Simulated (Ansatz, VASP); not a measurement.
## ZnS in VASP and in Ansatz

```xyz
4
Lattice="3.8798 0.0000 0.0000 -1.9399 3.3600 0.0000 0.0000 0.0000 6.3542" Properties=species:S:1:pos:R:3 pbc="T T T"
Zn    0.0000    2.2400    0.0000
Zn    1.9399    1.1200    3.1771
S     0.0000    2.2400    2.3815
S     1.9399    1.1200    5.5586
```

Alike in both runs: functional r2SCAN; k mesh 12 × 12 × 4; no spin polarisation.

Ansatz relaxed the structure, and its values are those at the end. VASP's run is a single point on that final structure, the one shown.

|  | VASP | Ansatz |
| --- | --- | --- |
| version | VASP 6.6.1 | Ansatz 0.2.0 |
| potentials or method | VASP PAW PBE potentials, release 64 (Zn, S), cutoff 520 eV | PAW plane waves |
| occupations | methfessel-paxton of order 1, width 0.022 eV | cold, width 0.022 eV |
| valence electrons in the cell | 36 | 36 |

Ansatz gave:

* gap on the k mesh at the Fermi level (eV): 2.52
* pressure (GPa): -3.9
* rms of the force components (eV/Å): 0.002

Q: What did VASP give for the same quantities?

A: gap on the k mesh at the Fermi level (eV): 2.53; pressure (GPa): -3.9; rms of the force components (eV/Å): 0.008.

VASP's potentials were made for PBE, not for r2SCAN. Ansatz's warnings: stress scf threshold loose, structure snapped to symmetry.
